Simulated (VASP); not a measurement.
Wanted: the native input for a VASP 6.6.1 run.

```yaml
Task: single point
Functional: PBEsol
Potentials_or_basis: VASP PAW PBE potentials, release 64 (Sn_d, Se)
Cutoff: 520 eV
k_mesh: 6 × 5 × 1
Occupations: gaussian, width 0.1 eV
Spin: no spin polarisation
Dipole_correction: yes
Further_INCAR_settings: ALGO = Normal; EDIFF = 1e-07; NBANDS = 69
```

The structure of Sn8Se lies in POSCAR:

```
Sn8Se
1.0
    4.6255804189      0.0000000000      0.0000000000
    0.0000000000      6.5415585623      0.0000000000
    0.0000000000      0.0000000000     25.9383706284
Sn Se
8 1
Direct
    0.5000000000      0.0000000000      0.3276998437
    0.0000000000      0.2500000000      0.3276998437
    0.0000000000      0.5000000000      0.4168646660
    0.5000000000      0.7500000000      0.4168646660
    0.5000000000      0.0051815111      0.5051763993
    0.0000000000      0.2583783763      0.5080859110
    0.0000000000      0.3924845528      0.6147646076
    0.5000000000      0.7861502669      0.6038212089
    0.0000000000     -0.0103134347      0.6457984454
```

The input as run:

INCAR

```
SYSTEM = Sn8Se
PREC = Accurate
ENCUT = 520
EDIFF = 1E-7
ISMEAR = 0
SIGMA = 0.1
LREAL = .FALSE.
LASPH = .TRUE.
NELM = 80
ALGO = Normal
ISIF = 2
LWAVE = .FALSE.
LCHARG = .FALSE.
LDIPOL = .TRUE.
IDIPOL = 3
DIPOL = 0.5 0.5 0.485
GGA = PS
NBANDS = 69
```

KPOINTS

```
Automatic mesh
0
G
  6 5 1
  0 0 0
```

Potentials or basis: VASP PAW PBE potentials, release 64 (Sn_d, Se).

The run is started by

```sh
$ cat potpaw_PBE.64/Sn_d/POTCAR potpaw_PBE.64/Se/POTCAR > POTCAR
$ mpirun -np 1 vasp_std > vasp.out
```

It gave:

```yaml
Largest_force: 0.181 eV/Å
Band_gap_on_the_k_mesh: zero (bands 59 and 60 overlap by 0.22 eV)
```

Caveat: the PAW data sets were made with another functional, which shifts forces and pressure a little; spin-orbit coupling is left out, which moves the levels of the heavy elements.

It took 30 min on 1 thread of Intel(R) Xeon(R) Platinum 8259CL CPU @ 2.50GHz (Skylake/Cascade Lake), with other jobs on the host, peak memory 0.97 GiB.
